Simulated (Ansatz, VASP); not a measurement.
One calculation of In7CoSb8, two programs

```xyz
16
Lattice="0.0000 6.4782 6.4782 6.4782 0.0000 6.4782 6.4782 6.4782 0.0000" Properties=species:S:1:pos:R:3 pbc="T T T"
Co    6.4782   12.9564    6.4782
In    3.2391    3.2391    0.0537
In    3.2391    0.0537    3.2391
In    6.4245    3.2391    3.2391
In    0.0537    3.2391    3.2391
In    3.2391    6.4245    3.2391
In    3.2391    3.2391    6.4245
In    6.4782    6.4782    6.4782
Sb    1.5217    1.5217    1.5217
Sb    4.9565    4.9565    1.5217
Sb    4.9565    1.5217    4.9565
Sb    8.1064    4.8500    4.8500
Sb    1.5217    4.9565    4.9565
Sb    4.8500    8.1064    4.8500
Sb    4.8500    4.8500    8.1064
Sb    8.1064    8.1064    8.1064
```

Alike in both runs: task single point; functional PBEsol; k mesh 2 × 2 × 2; occupations gaussian, width 0.05 eV; collinear spin; Hubbard terms Co d U = 4.0 eV.

|  | VASP | Ansatz |
| --- | --- | --- |
| version | VASP 6.6.1 | Ansatz 0.2.0 |
| potentials or method | VASP PAW PBE potentials, release 64 (Co, In_d, Sb), cutoff 520 eV | scalar-relativistic, plane waves, PAW |
| valence electrons in the cell | 140 | 228 |

```csv
,VASP,Ansatz,Ansatz less VASP
gap on the k mesh at the Fermi level (eV),none,none,-
pressure (GPa),-0.7,-0.7,-0.02
rms of the force components (eV/Å),0.005,0.009,+0.0033
net moment per atom (μB),0.15,0.15,0.000
size of the moment on the site where the two differ most (μB),2.37,2.32,-0.052
```

VASP's potentials were made for PBE, not for PBEsol. Site moments also hang on the region over which each program counts them. The programs project onto different local orbitals, so the same U acts differently, and such runs can settle in different states. Atom by atom the forces differ by 0.004 eV/Å (rms over components). A gap of «none» marks a metal or a gap that the smearing closes. VASP's potentials hold 140 valence electrons a cell and Ansatz's 228, so a difference there can come from the potentials and not from the codes. Ansatz's warnings: filled band counts differ across k points.

The k mesh is coarse, so the values compare programs but aren't converged. Neither program's run includes spin-orbit coupling.
